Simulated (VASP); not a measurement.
Wanted: the native input for a VASP 6.6.1 run.

- Task: single point
- Functional: PBE
- Potentials or basis: VASP PAW PBE potentials, release 64 (Zn, Se)
- Cutoff: 520 eV
- k mesh: 6 × 6 × 6
- Occupations: gaussian, width 0.01 eV
- Spin: no spin polarisation
- Dipole correction: no
- Further INCAR settings: ALGO = Normal; EDIFF = 1e-07; NBANDS = 16

The structure of ZnSe (Stilleite) lies in POSCAR:

```
ZnSe
1.0
    0.0000000000      2.8525674344      2.8525674344
    2.8525674344      0.0000000000      2.8525674344
    2.8525674344      2.8525674344      0.0000000000
Zn Se
1 1
Direct
    0.0000000000      0.0000000000      0.0000000000
    0.2500000000      0.2500000000      0.2500000000
```

These files were run (other wordings do the same):

INCAR

```
PREC = Accurate
ENCUT = 520
EDIFF = 1E-7
ISMEAR = 0
SIGMA = 0.01
LREAL = False
LASPH = True
NELM = 60
ALGO = Normal
ISIF = 2
LWAVE = False
LCHARG = False
GGA = PE
NBANDS = 16
```

KPOINTS

```
Automatic mesh
0
Gamma
  6 6 6
```

Potentials or basis: VASP PAW PBE potentials, release 64 (Zn, Se).

The run is started by

```sh
$ cat potpaw_PBE.64/Zn/POTCAR potpaw_PBE.64/Se/POTCAR > POTCAR
$ mpirun -np 1 vasp_std > vasp.out
```

Results of the run:

The pressure is 1.1 GPa. The band gap on the k mesh is 1.21 eV, direct.

Wall time 7.7 s on 1 thread of Intel(R) Xeon(R) 6975P-C (Granite Rapids), on a shared host, peak memory 0.17 GiB.
